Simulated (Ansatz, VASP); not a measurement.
# CuO: VASP beside Ansatz

```
CELL_PARAMETERS angstrom
2.34185 -1.71130 0.00000
2.34185 1.71130 0.00000
-0.85003 0.00000 5.05787
ATOMIC_POSITIONS crystal
Cu 0.50000 0.00000 0.50000
Cu 0.00000 0.50000 0.00000
O 0.41840 0.58160 0.75000
O 0.58160 0.41840 0.25000
```

Alike in both runs: functional PBEsol; k mesh 10 × 10 × 5; occupations fermi-dirac, width 0.05 eV; no spin polarisation; Hubbard terms Cu d U = 5.0 eV.

```csv
,VASP,Ansatz
version,VASP 6.6.1,Ansatz 0.2.0
potentials or method,"VASP PAW PBE potentials, release 64 (Cu_sv_GW, O)",Ansatz PAW
plane-wave cutoff (eV),820,420
valence electrons in the cell,50,50
task,single point,band structure
```

VASP gave:

- gap on the k mesh at the Fermi level (eV): none
- pressure (GPa): -4.0
- traceless stress, the component that is largest in VASP (GPa): 1.83
- rms of the force components (eV/Å): 0.107

Problem. Which values does Ansatz return?

Solution. gap on the k mesh at the Fermi level (eV): none; pressure (GPa): -0.3; traceless stress, the component that is largest in VASP (GPa): 1.37; rms of the force components (eV/Å): 0.097.

VASP's potentials were made for PBE, not for PBEsol. The programs project onto different local orbitals, so the same U acts differently, and such runs can settle in different states. Atom by atom the forces differ by 0.011 eV/Å (rms over components). A gap of «none» marks a metal or a gap that the smearing closes.
